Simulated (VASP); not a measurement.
# Cr (Im-3m) in VASP: settings compared

Aim: see how the results for Cr move with the level of theory and the settings. Levels: PBE, r2SCAN. Tasks: single point.

All numbers are computed with VASP 6.6.1; they aren't measurements. Logs are shortened: lines on timing, memory, paths and dates and some standing lists are left out, and cuts for length are marked.

### Step 1. The cell of the first run

The structure is cubic, space group Im-3m (No. 229). Conventional cell: a = 2.831 Å, b = 2.831 Å, c = 2.831 Å, α = 90.00°, β = 90.00°, γ = 90.00°. Within 3.2 Å of Cr (site symmetry m-3m) lie 14 Cr at 2.45 to 2.83 Å.

### Step 2. Single point, PBE, collinear spin, ferromagnetic start

INCAR

```
SYSTEM = Cr
  PREC = Accurate
  ENCUT = 520
  EDIFF = 1E-6
  ISMEAR = 0
  SIGMA = 0.05
  LREAL = .FALSE.
  LASPH = .TRUE.
  NELM = 150
  ALGO = Normal
  ISIF = 2
  LWAVE = .FALSE.
  LCHARG = .TRUE.
  ISPIN = 2
  MAGMOM = 0.05
  LORBIT = 11
  LMAXMIX = 4
  GGA = PE
  LELF = .TRUE.
  LVHAR = .TRUE.
  NBANDS = 16
```

KPOINTS

```
regular mesh
0
G
  10 10 10
  0 0 0
```

POSCAR

```
Cr
1.0
   -1.4153648272      1.4153648272      1.4153648272
    1.4153648272     -1.4153648272      1.4153648272
    1.4153648272      1.4153648272     -1.4153648272
Cr
1
Direct
    0.0000000000      0.0000000000      0.0000000000
```

Potentials or basis: VASP PAW PBE potentials, release 64 (Cr_pv).

The run is started by

```
$ cat potpaw_PBE.64/Cr_pv/POTCAR > POTCAR
$ mpirun -np 1 vasp_std > vasp.out
```

OUTCAR:

```text
SYSTEM = Cr
   PREC = Accurate
   ENCUT = 520
   EDIFF = 1E-6
   ISMEAR = 0
   LREAL = .FALSE.
   LASPH = .TRUE.
   NELM = 150
   ISIF = 2
   ISPIN = 2
   LORBIT = 11
   GGA = PE

 ion  position               nearest neighbor table
   1  0.000  0.000  0.000-

  LATTYP: Found a body centered cubic cell.
 ALAT       =     2.8307296544

  Lattice vectors:

 A1 = (  -1.4153648272,   1.4153648272,   1.4153648272)
 A2 = (   1.4153648272,  -1.4153648272,   1.4153648272)
 A3 = (   1.4153648272,   1.4153648272,  -1.4153648272)

Analysis of symmetry for initial positions (statically):
=====================================================================
 Subroutine PRICEL returns:
 Original cell was already a primitive cell.

 Routine SETGRP: Setting up the symmetry group for a
 body centered cubic supercell.

 Subroutine GETGRP returns: Found 48 space group operations
 (whereof 48 operations were pure point group operations)
 out of a pool of 48 trial point group operations.

The static configuration has the point symmetry O_h .

Analysis of symmetry for dynamics (positions and initial velocities):
=====================================================================
 Subroutine PRICEL returns:
 Original cell was already a primitive cell.

 Routine SETGRP: Setting up the symmetry group for a
 body centered cubic supercell.

 Subroutine GETGRP returns: Found 48 space group operations
 (whereof 48 operations were pure point group operations)
 out of a pool of 48 trial point group operations.

The dynamic configuration has the point symmetry O_h .

Analysis of structural, dynamic, and magnetic symmetry:
=====================================================================
 Subroutine PRICEL returns:
 Original cell was already a primitive cell.

 Routine SETGRP: Setting up the symmetry group for a
 body centered cubic supercell.

 Subroutine GETGRP returns: Found 48 space group operations
 (whereof 48 operations were pure point group operations)
 out of a pool of 48 trial point group operations.

The overall configuration has the point symmetry O_h .

 Subroutine INISYM returns: Found 48 space group operations
 (whereof 48 operations are pure point group operations),
 and found     1 'primitive' translations

----------------------------------------------------------------------------------------

                                     Primitive cell

  volume of cell :      11.3414

  direct lattice vectors                    reciprocal lattice vectors
    -1.415364827  1.415364827  1.415364827     0.000000000  0.353265808  0.353265808
     1.415364827 -1.415364827  1.415364827     0.353265808  0.000000000  0.353265808
     1.415364827  1.415364827 -1.415364827     0.353265808  0.353265808  0.000000000

  length of vectors
     2.451483792  2.451483792  2.451483792     0.499593298  0.499593298  0.499593298

  position of ions in fractional coordinates (direct lattice)
     0.000000000  0.000000000  0.000000000

  ion indices of the primitive-cell ions
   primitive index   ion index
                 1           1

----------------------------------------------------------------------------------------

 KPOINTS: regular mesh

Automatic generation of k-mesh.
 Grid dimensions read from file:
 generate k-points for:   10   10   10

 Generating k-lattice:

  Cartesian coordinates                     Fractional coordinates (reciprocal lattice)
     0.000000000  0.035326581  0.035326581     0.100000000  0.000000000  0.000000000
     0.035326581  0.000000000  0.035326581     0.000000000  0.100000000  0.000000000
     0.035326581  0.035326581  0.000000000     0.000000000  0.000000000  0.100000000

  Length of vectors
     0.049959330  0.049959330  0.049959330

  Shift w.r.t. Gamma in fractional coordinates (k-lattice)
     0.000000000  0.000000000  0.000000000

 Subroutine IBZKPT returns following result:
 ===========================================

 Found     47 irreducible k-points:

 Following reciprocal coordinates:
            Coordinates               Weight
  0.000000  0.000000  0.000000      1.000000
  0.100000  0.000000  0.000000     12.000000
  0.200000  0.000000  0.000000     12.000000
  0.300000  0.000000  0.000000     12.000000
  0.400000  0.000000  0.000000     12.000000
  0.500000  0.000000  0.000000      6.000000
[... 16 lines left out ...]
  0.300000  0.300000  0.100000      8.000000
 -0.300000  0.300000  0.100000     24.000000
 [... further k-points ...]
   k-points           NKPTS =     47   k-points in BZ     NKDIM =     47   number of bands    NBANDS=     16
   number of dos      NEDOS =    301   number of ions     NIONS =      1
   total plane-waves  NPLWV =   5832
   dimension x,y,z NGX =    18 NGY =   18 NGZ =   18
   dimension x,y,z NGXF=    36 NGYF=   36 NGZF=   36
   ions per type =               1
   NGX,Y,Z   is equivalent  to a cutoff of  12.21, 12.21, 12.21 a.u.
   NGXF,Y,Z  is equivalent  to a cutoff of  24.41, 24.41, 24.41 a.u.
 SYSTEM =  Cr
   PREC   = accura    normal or accurate (medium, high low for compatibility)
   ISTART =      0    job   : 0-new  1-cont  2-samecut
   ICHARG =      2    charge: 1-file 2-atom 10-const
   ISPIN  =      2    spin polarized calculation?
   LNONCOLLINEAR =      F non collinear calculations
   LSORBIT =      F    spin-orbit coupling
   LASPH  =      T    aspherical Exc in radial PAW
   ENCUT  =  520.0 eV  38.22 Ry    6.18 a.u.   4.56  4.56  4.56*2*pi/ulx,y,z
   NELM   =    150;   NELMIN=  2; NELMDL= -5     # of ELM steps
   EDIFF  = 0.1E-05   stopping-criterion for ELM
   LREAL  =      F    real-space projection
   EDIFFG = 0.1E-04   stopping-criterion for IOM
   NSW    =      0    number of steps for IOM
   IBRION =     -1    ionic relax: 0-MD 1-quasi-New 2-CG
   NFREE  =      0    steps in history (QN), initial steepest desc. (CG)
   ISIF   =      2    stress and relaxation
   ISYM   =      2    0-nonsym 1-usesym 2-fastsym
   POTIM  = 0.5000    time-step for ionic-motion
   TEBEG  =    0.0;   TEEND  =   0.0 temperature during run
   PSTRESS=    0.0 pullay stress
   NELECT =      12.0000    total number of electrons
   NUPDOWN=      -1.0000    fix difference up-down
   EMIN   =  10.00;   EMAX   =-10.00  energy-range for DOS
   EFERMI =   0.00;   METHOD = LEGACY
   ISMEAR =     0;   SIGMA  =   0.05  broadening in eV -4-tet -1-fermi 0-gaus
   EFERMI_NEDOS =   21; number of points for ismear=-14 and -15
   IALGO  =     38    algorithm
   IMIX   =      4    mixing-type and parameters
     AMIX     =   0.40;   BMIX     =  1.00
     AMIX_MAG =   1.60;   BMIX_MAG =  1.00
  volume/ion in A,a.u.               =      11.34        76.54
  Fermi-wavevector in a.u.,A,eV,Ry     =   1.668195  3.152432 37.863313  2.782875
  Thomas-Fermi vector in A             =   2.754085
   LORBIT       =     11    0 simple, 1 ext, 2 COOP (PROOUT), +10 PAW based schemes
   GGA     = PE    functional components
   LHFCALC =     F    Hartree Fock is set to
   AEXX    =    0.0000 exact exchange contribution
   IVDW    =     0    specifies the selected vdW correction
   LEPSILON=     F    determine dielectric tensor
   LRPA    =     F    only Hartree local field effects (RPA)
 spin polarized calculation
 Gauss-broadening in eV      SIGMA  =   0.05
  energy-cutoff  :      520.00
  volume of cell :       11.34
 maximum number of plane-waves:       321
   NGX =  9   NGY =  9   NGZ =  9

 number of electron      12.0000006 magnetization       0.0003082

 number of electron      12.0000006 magnetization      -0.0000020

 Free energy of the ion-electron system (eV)
  ---------------------------------------------------
  ext. energy  EPLUGINS =         0.00000000
  ---------------------------------------------------
  free energy    TOTEN  =        -9.50416929 eV

  energy without entropy =       -9.50329664  energy(sigma->0) =       -9.50373297

 E-fermi :  11.2853     XC(G=0): -13.7831

 val. band max:       11.2169501382   @ k =   0.1000   0.1000   0.0000
 cond. band min:      11.3092954365   @ k =   0.4000   0.0000   0.0000
 fundamental gap:      0.0923452983
 Fermi energy:        11.2852544743

 spin component 1

 k-point     1 :       0.0000    0.0000    0.0000
  band No.  band energies     occupation
      1     -31.4860      1.00000
      2     -31.4860      1.00000
      3     -31.4860      1.00000
      4       3.3131      1.00000
      5      10.2859      1.00000
      6      10.2859      1.00000
[... 8 lines left out ...]
     15      41.3541      0.00000
     16      46.0833      0.00000
[... 419 lines left out ...]
 k-point    24 :      -0.3000    0.3000    0.1000
  band No.  band energies     occupation
      1     -32.1168      1.00000
      2     -31.7195      1.00000
      3     -31.5608      1.00000
      4       6.5733      1.00000
      5       9.5193      1.00000
      6       9.8239      1.00000
[... 8 lines left out ...]
     15      39.0494      0.00000
     16      41.5925      0.00000

 [... further k-points ...]

 spin component 2

 k-point     1 :       0.0000    0.0000    0.0000
  band No.  band energies     occupation
      1     -31.4860      1.00000
      2     -31.4860      1.00000
      3     -31.4860      1.00000
      4       3.3131      1.00000
      5      10.2859      1.00000
      6      10.2859      1.00000
[... 8 lines left out ...]
     15      41.3541      0.00000
     16      46.0833      0.00000
[... 419 lines left out ...]
 k-point    24 :      -0.3000    0.3000    0.1000
  band No.  band energies     occupation
      1     -32.1168      1.00000
      2     -31.7195      1.00000
      3     -31.5608      1.00000
      4       6.5733      1.00000
      5       9.5193      1.00000
      6       9.8239      1.00000
[... 8 lines left out ...]
     15      39.0494      0.00000
     16      41.5925      0.00000

 [... further k-points ...]

------------------------ aborting loop because EDIFF is reached ----------------------------------------

  FORCE on cell =-STRESS in cart. coord.  units (eV):
  Direction    XX          YY          ZZ          XY          YZ          ZX
  --------------------------------------------------------------------------------------
  -------------------------------------------------------------------------------------
  Total        0.3368767      0.3368767      0.3368767      0.0000000     -0.0000000     -0.0000000
  in kB       47.5900778     47.5900778     47.5900778      0.0000000     -0.0000000     -0.0000000
  external PRESSURE =      47.5900778 kB  Pullay stress =       0.0000000 kB

 VOLUME and BASIS-vectors are now :
 -----------------------------------------------------------------------------
  energy-cutoff  :      520.00
  volume of cell :       11.34
      direct lattice vectors                 reciprocal lattice vectors
    -1.415364827  1.415364827  1.415364827     0.000000000  0.353265808  0.353265808
     1.415364827 -1.415364827  1.415364827     0.353265808  0.000000000  0.353265808
     1.415364827  1.415364827 -1.415364827     0.353265808  0.353265808  0.000000000

 POSITION                                       TOTAL-FORCE (eV/Angst)
 -----------------------------------------------------------------------------------
      0.00000      0.00000      0.00000        -0.000000      0.000000     -0.000000
 -----------------------------------------------------------------------------------
    total drift:                                0.000000      0.000000      0.000000

  FREE ENERGIE OF THE ION-ELECTRON SYSTEM (eV)
  ---------------------------------------------------
  free  energy   TOTEN  =        -9.5041692933 eV

  energy  without entropy=       -9.5032966430  energy(sigma->0) =       -9.50373297

 total charge

# of ion       s       p       d       tot
------------------------------------------
    1        0.447   6.423   4.227  11.097

 magnetization (x)

# of ion       s       p       d       tot
------------------------------------------
    1       -0.000  -0.000  -0.000  -0.000
```

Run time: 12 s. Hardware: 1 thread of Intel Xeon 6975P-C, shared host; peak memory 0.13 GiB.

What came out:

```
Free energy                                           : -9.5042 eV
Pressure                                              : 4.8 GPa
Band gap on the k mesh                                : zero (filled and empty bands overlap)
Net moment                                            : 0.00 μB per cell
Valence electrons inside the program's atomic spheres : Cr 11.10
```

### Step 3. Single point, PBE, collinear spin, ferromagnetic start

This run uses another cell than the first one, of 11.57 Å³/atom, 1.020 times its volume.

INCAR

```
SYSTEM = Cr
PREC = Accurate
ENCUT = 520
EDIFF = 1E-6
ISMEAR = 0
SIGMA = 0.05
LREAL = .FALSE.
LASPH = .TRUE.
NELM = 150
ALGO = Normal
ISIF = 2
LWAVE = .FALSE.
LCHARG = .FALSE.
ISPIN = 2
MAGMOM = 0.05
LORBIT = 11
LMAXMIX = 4
GGA = PE
NBANDS = 16
```

KPOINTS

```
Automatic mesh
0
G
  10 10 10
  0 0 0
```

POSCAR

```
Cr
1.0
   -1.4248586878      1.4248586878      1.4248586878
    1.4248586878     -1.4248586878      1.4248586878
    1.4248586878      1.4248586878     -1.4248586878
Cr
1
Direct
    0.0000000000      0.0000000000      0.0000000000
```

Potentials or basis: VASP PAW PBE potentials, release 64 (Cr_pv).

The run is started by

```
$ cat potpaw_PBE.64/Cr_pv/POTCAR > POTCAR
$ mpirun -np 1 vasp_std > vasp.out
```

OUTCAR:

```text
SYSTEM = Cr
   PREC = Accurate
   ENCUT = 520
   EDIFF = 1E-6
   ISMEAR = 0
   LREAL = .FALSE.
   LASPH = .TRUE.
   NELM = 150
   ISIF = 2
   ISPIN = 2
   LORBIT = 11
   GGA = PE

 ion  position               nearest neighbor table
   1  0.000  0.000  0.000-

  LATTYP: Found a body centered cubic cell.
 ALAT       =     2.8497173756

  Lattice vectors:

 A1 = (  -1.4248586878,   1.4248586878,   1.4248586878)
 A2 = (   1.4248586878,  -1.4248586878,   1.4248586878)
 A3 = (   1.4248586878,   1.4248586878,  -1.4248586878)

Analysis of symmetry for initial positions (statically):
=====================================================================
 Subroutine PRICEL returns:
 Original cell was already a primitive cell.

 Routine SETGRP: Setting up the symmetry group for a
 body centered cubic supercell.

 Subroutine GETGRP returns: Found 48 space group operations
 (whereof 48 operations were pure point group operations)
 out of a pool of 48 trial point group operations.

The static configuration has the point symmetry O_h .

Analysis of symmetry for dynamics (positions and initial velocities):
=====================================================================
 Subroutine PRICEL returns:
 Original cell was already a primitive cell.

 Routine SETGRP: Setting up the symmetry group for a
 body centered cubic supercell.

 Subroutine GETGRP returns: Found 48 space group operations
 (whereof 48 operations were pure point group operations)
 out of a pool of 48 trial point group operations.

The dynamic configuration has the point symmetry O_h .

Analysis of structural, dynamic, and magnetic symmetry:
=====================================================================
 Subroutine PRICEL returns:
 Original cell was already a primitive cell.

 Routine SETGRP: Setting up the symmetry group for a
 body centered cubic supercell.

 Subroutine GETGRP returns: Found 48 space group operations
 (whereof 48 operations were pure point group operations)
 out of a pool of 48 trial point group operations.
[... 135 lines left out ...]
   NGX =  9   NGY =  9   NGZ =  9

 number of electron      11.9999993 magnetization       0.0000485

 number of electron      11.9999993 magnetization      -0.0000044

 Free energy of the ion-electron system (eV)
  ---------------------------------------------------
  ext. energy  EPLUGINS =         0.00000000
  ---------------------------------------------------
  free energy    TOTEN  =        -9.50721628 eV

  energy without entropy =       -9.50626770  energy(sigma->0) =       -9.50674199

 E-fermi :  10.9823     XC(G=0): -13.6670

 val. band max:       10.9237997572   @ k =   0.1000   0.1000   0.0000
 cond. band min:      10.9885035526   @ k =   0.4000   0.0000   0.0000
 fundamental gap:      0.0647037954
 Fermi energy:        10.9823435820

 spin component 1

 k-point     1 :       0.0000    0.0000    0.0000
  band No.  band energies     occupation
      1     -31.8079      1.00000
      2     -31.8079      1.00000
      3     -31.8079      1.00000
      4       3.0962      1.00000
      5      10.0190      1.00000
      6      10.0190      1.00000
[... 435 lines left out ...]
      5       9.2751      1.00000
      6       9.5648      1.00000
[... 8 lines left out ...]
     15      38.3770      0.00000
     16      40.8822      0.00000

 [... further k-points ...]

 spin component 2

 k-point     1 :       0.0000    0.0000    0.0000
  band No.  band energies     occupation
      1     -31.8079      1.00000
      2     -31.8079      1.00000
      3     -31.8079      1.00000
      4       3.0962      1.00000
      5      10.0190      1.00000
      6      10.0190      1.00000
[... 435 lines left out ...]
      5       9.2751      1.00000
      6       9.5648      1.00000
[... 8 lines left out ...]
     15      38.3770      0.00000
     16      40.8822      0.00000

 [... further k-points ...]

------------------------ aborting loop because EDIFF is reached ----------------------------------------

  FORCE on cell =-STRESS in cart. coord.  units (eV):
  Direction    XX          YY          ZZ          XY          YZ          ZX
  --------------------------------------------------------------------------------------
  -------------------------------------------------------------------------------------
  Total       -0.0407725     -0.0407725     -0.0407725     -0.0000000      0.0000000      0.0000000
  in kB       -5.6454966     -5.6454966     -5.6454966     -0.0000000      0.0000000      0.0000000
  external PRESSURE =      -5.6454966 kB  Pullay stress =       0.0000000 kB

 VOLUME and BASIS-vectors are now :
 -----------------------------------------------------------------------------
  energy-cutoff  :      520.00
  volume of cell :       11.57
      direct lattice vectors                 reciprocal lattice vectors
    -1.424858688  1.424858688  1.424858688     0.000000000  0.350911992  0.350911992
     1.424858688 -1.424858688  1.424858688     0.350911992  0.000000000  0.350911992
     1.424858688  1.424858688 -1.424858688     0.350911992  0.350911992  0.000000000

 POSITION                                       TOTAL-FORCE (eV/Angst)
 -----------------------------------------------------------------------------------
      0.00000      0.00000      0.00000         0.000000      0.000000     -0.000000
 -----------------------------------------------------------------------------------
    total drift:                                0.000000      0.000000      0.000000

  FREE ENERGIE OF THE ION-ELECTRON SYSTEM (eV)
  ---------------------------------------------------
  free  energy   TOTEN  =        -9.5072162801 eV

  energy  without entropy=       -9.5062676989  energy(sigma->0) =       -9.50674199

 total charge

# of ion       s       p       d       tot
------------------------------------------
    1        0.440   6.411   4.201  11.051

 magnetization (x)

# of ion       s       p       d       tot
------------------------------------------
    1        0.000  -0.000  -0.000  -0.000
```

Wall time 12 s (1 thread of Intel Xeon 6975P-C, shared host); peak memory 0.13 GiB.

What came out:

```yaml
Free_energy: -9.5072 eV
Pressure: -0.6 GPa
Band_gap_on_the_k_mesh: zero (filled and empty bands overlap)
Net_moment: 0.00 μB per cell
Valence_electrons_inside_the_program's_atomic_spheres: Cr 11.05
```

Levels at points of the mesh, in eV from the Fermi level:
Spin up:
| k point | band 3 | band 4 | band 5 | band 6 | band 7 | band 8 | band 9 | band 10 |
| --- | --- | --- | --- | --- | --- | --- | --- | --- |
| (0.00, 0.00, 0.00) | -42.79 | -7.89 | -0.96 | -0.96 | -0.96 | 1.08 | 1.08 | 7.03 |
| (0.50, 0.00, 0.00) | -42.80 | -4.47 | -2.50 | 1.08 | 1.08 | 1.42 | 2.77 | 7.03 |
| (0.50, 0.50, 0.50) | -43.41 | -4.35 | -4.35 | 2.38 | 2.38 | 2.38 | 7.03 | 10.56 |
Spin down:
| k point | band 4 | band 5 | band 6 | band 7 | band 8 | band 9 |
| --- | --- | --- | --- | --- | --- | --- |
| (0.00, 0.00, 0.00) | -7.89 | -0.96 | -0.96 | -0.96 | 1.08 | 1.08 |
| (0.50, 0.00, 0.00) | -4.47 | -2.50 | 1.08 | 1.08 | 1.42 | 2.77 |
| (0.50, 0.50, 0.50) | -4.35 | -4.35 | 2.38 | 2.38 | 2.38 | 7.03 |

(Continued in part 2 of 2.)
